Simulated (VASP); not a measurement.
Runs of VASP 6.6.1 on SiSe. The structure is that of space group P-6m2 (No. 187), or close to it. The cells are those of the table. 

```tsv
level	cell	share of exact exchange	screening parameter	gap on the mesh (eV)	pressure (GPa)
PBEsol-based screened hybrid with 25 % exact exchange	a = 3.595, b = 3.595, c = 3.599 Å, angles 90.0, 90.0, 120.0°, 2 atoms	0.25	0.207 1/Å	none	(b)
PBE-based screened hybrid with 25 % exact exchange	a = 3.595, b = 3.595, c = 3.599 Å, angles 90.0, 90.0, 120.0°, 2 atoms	0.25	0.3 1/Å	none	(a)
HF	a = 3.717, b = 3.717, c = 3.657 Å, angles 90.0, 90.0, 120.0°, 2 atoms	1	-	none	-1.0
PBEsol-based screened hybrid with 25 % exact exchange	a = 3.511, b = 3.511, c = 3.543 Å, angles 90.0, 90.0, 120.0°, 2 atoms	0.25	0.207 1/Å	none	-0.1
PBE-based screened hybrid with 25 % exact exchange	a = 3.558, b = 3.558, c = 3.553 Å, angles 90.0, 90.0, 120.0°, 2 atoms	0.25	0.3 1/Å	none	-0.2
```

Alike in all rows: potentials or basis VASP PAW PBE potentials, release 64 (Si, Se); no spin polarisation; cutoff (eV) 520; smearing fermi-dirac 0.05 eV.

Estimate the missing entries.

(a) -2.6; (b) -4.5.

Caveats: all runs use coarse meshes; the PAW data sets were made with another functional, which shifts forces and pressure a little.

A k mesh can miss the band edges, and the runs leave out spin-orbit coupling on Se.

A gap of «none» marks levels without a gap at the run's occupations.
